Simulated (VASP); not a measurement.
A run of VASP 6.6.1 is set up as follows.

Contents of POSCAR:

```
LiCl
1.0
    0.0064119000      2.5647600000      2.5647600000
    2.5711719000      0.0000000000      2.5711719000
    2.5647600000      2.5647600000      0.0064119000
Li Cl
1 1
Direct
    0.0000000000      0.0000000000      0.0000000000
    0.5000000000      0.5000000000      0.5000000000
```

The input INCAR.step1:

```
ALGO = Normal ; EDIFF = 1E-4
ENCUT = 520 ; GGA = PE
ISMEAR = 0 ; LASPH = True
LCHARG = False ; LREAL = False
LWAVE = True ; NBANDS = 12
NELM = 80 ; PREC = Accurate
SIGMA = 0.05
```

File INCAR.step2:

```
ALGO = Normal ; EDIFF = 1E-6
ENCUT = 520 ; ISIF = 2
ISMEAR = 0 ; ISTART = 1
LASPH = True ; LCHARG = False
LMIXTAU = True ; LREAL = False
LWAVE = False ; METAGGA = R2SCAN
NBANDS = 12 ; NELM = 80
PREC = Accurate ; SIGMA = 0.05
```

KPOINTS

```
k-points
0
Gamma
  8 8 8
```

Potentials or basis: VASP PAW PBE potentials, release 64 (Li_sv, Cl).

The run is started by

```console
$ cat potpaw_PBE.64/Li_sv/POTCAR potpaw_PBE.64/Cl/POTCAR > POTCAR
$ cp INCAR.step1 INCAR
$ mpirun -np 1 vasp_std > vasp.out
$ cp INCAR.step2 INCAR
$ mpirun -np 1 vasp_std > vasp.out
```

Question: Estimate the band gap on the k mesh.

Answer: 7.28 eV, direct.

Caveat: the cell differs from its parent crystal (strain +0.0050 x Voigt [0, 0, 0, 0, 1, 0]). A k mesh can miss the band edges.
